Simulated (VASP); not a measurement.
RbCl:

```
Rb Cl
1.0
     0.00000    3.30581    3.30581
     3.30581    0.00000    3.30581
     3.30581    3.30581    0.00000
Rb Cl
1 1
Direct
  0.00000 0.00000 0.00000
  0.50000 0.50000 0.50000
```

Base run:

| Item | Value |
| --- | --- |
| Program | VASP 6.6.1 |
| Functional | PBE |
| Potentials or basis | VASP PAW PBE potentials, release 64 (Rb_sv, Cl) |
| Cutoff | 500 eV |
| k mesh | 6 × 6 × 6 |
| Occupations | gaussian, width 0.01 eV |
| Spin | no spin polarisation |

Its results: band gap on the k mesh 4.95 eV; pressure 0.6 GPa.

Task: The run is repeated on the same cell with these changes: functional from PBE to HSE06; cutoff from 500 eV to 400 eV; k mesh from 6 × 6 × 6 to 4 × 4 × 4. What comes out?

Result: Band gap on the k mesh 6.25 eV; pressure 0.3 GPa.

Several settings changed at once.

Caveats: the PAW data sets were made with another functional, which shifts forces and pressure a little (at least some runs).

